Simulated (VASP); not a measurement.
# Pb (Fm-3m) in VASP: further runs, part 2 of 2

VASP 6.6.1.

**3. Single point, PBE**

Input file INCAR:

```
SYSTEM = Pb
PREC = Accurate
ENCUT = 520
EDIFF = 1E-6
ISMEAR = 0
SIGMA = 0.03
LREAL = .FALSE.
LASPH = .TRUE.
NELM = 60
ALGO = Normal
ISIF = 2
LWAVE = .FALSE.
LCHARG = .FALSE.
GGA = PE
NBANDS = 13
```

Input file KPOINTS:

```
regular mesh
0
G
  11 11 11
  0 0 0
```

Input file POSCAR:

```
Pb
1.0
    0.0000000000      2.5175937382      2.5175937382
    2.5175937382      0.0000000000      2.5175937382
    2.5175937382      2.5175937382      0.0000000000
Pb
1
Direct
    0.0000000000      0.0000000000      0.0000000000
```

Potentials or basis: VASP PAW PBE potentials, release 64 (Pb_d).

Run with:

```sh
cat potpaw_PBE.64/Pb_d/POTCAR > POTCAR
mpirun -np 1 vasp_std > vasp.out
```

Wall time 18 s (1 thread of AMD EPYC 9R45 (Zen 5), shared host); peak memory 0.13 GiB.

The run converged. Its results:

- Free energy: -3.5660 eV
- Pressure: -0.2 GPa
- Band gap on the k mesh: zero (band 7 reaches 13.74 eV, above the bottom of band 8 at 5.37 eV)

Levels at points of the mesh, in eV from the Fermi level:
```csv
k point,band 5,band 6,band 7,band 8,band 9,band 10
"(0.00, 0.00, 0.00)",-16.90,-11.40,7.04,7.04,7.04,9.75
```

Caveat: spin-orbit coupling is left out, which moves the levels of the heavy elements.

**4. Single point, PBE**

Input file INCAR:

```
PREC = Accurate ; ENCUT = 520
EDIFF = 1E-6 ; ISMEAR = 0
SIGMA = 0.1 ; LREAL = F
LASPH = T ; NELM = 60
ALGO = Normal ; ISIF = 2
LWAVE = F ; LCHARG = F
GGA = PE ; NBANDS = 13
```

Input file KPOINTS:

```
regular mesh
0
Gamma
  11 11 11
```

POSCAR is that of step 3.

Run with:

```sh
cat potpaw_PBE.64/Pb_d/POTCAR > POTCAR
mpirun -np 1 vasp_std > vasp.out
```

Run time: 18 s. Hardware: 1 thread of AMD EPYC 9R45 (Zen 5), shared host; peak memory 0.13 GiB.

The run converged. Its results:

| Item | Value |
| --- | --- |
| Free energy | -3.5667 eV |
| Pressure | -0.2 GPa |
| Band gap on the k mesh | zero (band 7 reaches 13.74 eV, above the bottom of band 8 at 5.37 eV) |

Levels at points of the mesh, in eV from the Fermi level:
| k point | band 4 | band 5 | band 6 | band 7 | band 8 | band 9 | band 10 | band 11 |
| --- | --- | --- | --- | --- | --- | --- | --- | --- |
| (0.00, 0.00, 0.00) | -16.94 | -16.94 | -11.43 | 7.01 | 7.01 | 7.01 | 9.71 | 10.68 |

Caveat: spin-orbit coupling is left out, which moves the levels of the heavy elements.

**5. Single point, PBE**

Input file INCAR:

```
PREC = Accurate
ENCUT = 520
EDIFF = 1E-6
ISMEAR = 0
SIGMA = 0.2
LREAL = F
LASPH = T
NELM = 100
ALGO = Normal
ISIF = 2
LWAVE = F
LCHARG = F
GGA = PE
NBANDS = 13
```

Input file KPOINTS:

```
Automatic mesh
0
Gamma
  11 11 11
```

POSCAR is that of step 4.

Run with:

```sh
cat potpaw_PBE.64/Pb_d/POTCAR > POTCAR
mpirun -np 1 vasp_std > vasp.out
```

It took 19 s on 1 thread of AMD EPYC 9R45 (Zen 5), shared host; peak memory 0.13 GiB.

Results (log left out):

| Property | Result |
| --- | --- |
| Free energy | -3.5695 eV |
| Pressure | -0.1 GPa |
| Band gap on the k mesh | zero (band 7 reaches 13.74 eV, above the bottom of band 8 at 5.37 eV) |

Levels at points of the mesh, in eV from the Fermi level:
| k point | band 5 | band 6 | band 7 | band 8 | band 9 | band 10 |
| --- | --- | --- | --- | --- | --- | --- |
| (0.00, 0.00, 0.00) | -16.96 | -11.45 | 6.99 | 6.99 | 6.99 | 9.69 |

Caveat: spin-orbit coupling is left out, which moves the levels of the heavy elements.

**6. Single point, PBE**

Input file INCAR:

```
SYSTEM = Pb
PREC     = Accurate       ! precision mode
ENCUT    = 520            ! plane-wave cutoff, eV
EDIFF    = 1E-6           ! SCF threshold, eV
ISMEAR   = 0              ! smearing method
SIGMA    = 0.3            ! smearing width, eV
LREAL    = .FALSE.        ! projectors in reciprocal space
LASPH    = .TRUE.         ! aspherical terms in the spheres
NELM     = 80             ! most SCF steps
ALGO     = Normal         ! electronic algorithm
ISIF     = 2              ! what is computed and relaxed
LWAVE    = .FALSE.        ! write WAVECAR
LCHARG   = .FALSE.        ! write CHGCAR
GGA      = PE             ! functional
NBANDS   = 13             ! bands
```

Input file KPOINTS:

```
Automatic mesh
0
G
  11 11 11
  0 0 0
```

POSCAR is that of step 5.

Potentials or basis: VASP PAW PBE potentials, release 64 (Pb_d).

Run with:

```sh
cat potpaw_PBE.64/Pb_d/POTCAR > POTCAR
mpirun -np 1 vasp_std > vasp.out
```

OUTCAR:

```text
SYSTEM = Pb
   PREC = Accurate
   ENCUT = 520
   EDIFF = 1E-6
   ISMEAR = 0
   LREAL = .FALSE.
   LASPH = .TRUE.
   NELM = 80
   ISIF = 2
   GGA = PE

 ion  position               nearest neighbor table
   1  0.000  0.000  0.000-

  LATTYP: Found a face centered cubic cell.
 ALAT       =     5.0351874764

  Lattice vectors:

 A1 = (   0.0000000000,   2.5175937382,   2.5175937382)
 A2 = (   2.5175937382,   0.0000000000,   2.5175937382)
 A3 = (   2.5175937382,   2.5175937382,   0.0000000000)

[... 561 lines left out ...]
     13      19.1808      0.00000

 [... further k-points ...]

------------------------ aborting loop because EDIFF is reached ----------------------------------------

  FORCE on cell =-STRESS in cart. coord.  units (eV):
  Direction    XX          YY          ZZ          XY          YZ          ZX
  --------------------------------------------------------------------------------------
  -------------------------------------------------------------------------------------
  Total       -0.0020835     -0.0020835     -0.0020835     -0.0000000     -0.0000000      0.0000000
  in kB       -0.1045974     -0.1045974     -0.1045974     -0.0000000     -0.0000000      0.0000000
  external PRESSURE =      -0.1045974 kB  Pullay stress =       0.0000000 kB

 VOLUME and BASIS-vectors are now :
 -----------------------------------------------------------------------------
  energy-cutoff  :      520.00
  volume of cell :       31.91
      direct lattice vectors                 reciprocal lattice vectors
     0.000000000  2.517593738  2.517593738    -0.198602337  0.198602337  0.198602337
     2.517593738  0.000000000  2.517593738     0.198602337 -0.198602337  0.198602337
     2.517593738  2.517593738  0.000000000     0.198602337  0.198602337 -0.198602337

 POSITION                                       TOTAL-FORCE (eV/Angst)
 -----------------------------------------------------------------------------------
      0.00000      0.00000      0.00000         0.000000      0.000000      0.000000
 -----------------------------------------------------------------------------------
    total drift:                               -0.000000     -0.000000     -0.000000

  FREE ENERGIE OF THE ION-ELECTRON SYSTEM (eV)
  ---------------------------------------------------
  free  energy   TOTEN  =        -3.5754799759 eV

  energy  without entropy=       -3.5529675090  energy(sigma->0) =       -3.56422374
```

OSZICAR:

```text
N       E                     dE             d eps       ncg     rms          rms(c)
DAV:   1     0.105965694865E+03    0.10597E+03   -0.70714E+03  1479   0.123E+03
DAV:   2     0.157070097802E+01   -0.10439E+03   -0.10122E+03  1536   0.310E+02
DAV:   3    -0.346277759720E+01   -0.50335E+01   -0.50215E+01  1782   0.736E+01
DAV:   4    -0.357993755234E+01   -0.11716E+00   -0.11714E+00  1834   0.120E+01
DAV:   5    -0.358536464336E+01   -0.54271E-02   -0.54269E-02  2029   0.242E+00    0.485E-01
DAV:   6    -0.357721081796E+01    0.81538E-02   -0.12139E-02  1894   0.189E+00    0.249E-01
DAV:   7    -0.357547930238E+01    0.17315E-02   -0.54829E-03  1871   0.118E+00    0.906E-02
DAV:   8    -0.357548208488E+01   -0.27825E-05   -0.42300E-04  1867   0.329E-01    0.103E-02
DAV:   9    -0.357548053276E+01    0.15521E-05   -0.12207E-05  1958   0.594E-02    0.470E-03
DAV:  10    -0.357547997590E+01    0.55687E-06   -0.13292E-06  1617   0.136E-02
   1 F= -.35754800E+01 E0= -.35642237E+01  d E =-.225125E-01
```

Run time: 19 s. Hardware: 1 thread of AMD EPYC 9R45 (Zen 5), shared host; peak memory 0.13 GiB.

What came out:

* Free energy: -3.5755 eV
* Pressure: 0.0 GPa
* Band gap on the k mesh: zero (band 7 reaches 13.74 eV, above the bottom of band 8 at 5.37 eV)

Caveat: spin-orbit coupling is left out, which moves the levels of the heavy elements.

**7. The runs side by side**

| smearing | gap on the mesh (eV) | pressure (GPa) |
| --- | --- | --- |
| gaussian 0.01 eV | none | -0.2 |
| gaussian 0.03 eV | none | -0.2 |
| gaussian 0.1 eV | none | -0.2 |
| gaussian 0.2 eV | none | -0.1 |
| gaussian 0.3 eV | none | 0.0 |

Alike in all rows: task single point; level PBE; potentials or basis VASP PAW PBE potentials, release 64 (Pb_d); no spin polarisation; cell as given; k mesh 11 × 11 × 11; cutoff (eV) 520.

Every run on the cell as given and a fine mesh finds a metal.

Caveats: spin-orbit coupling is left out, which moves the levels of the heavy elements.

Absolute energies hang on the potentials; compare differences alone.
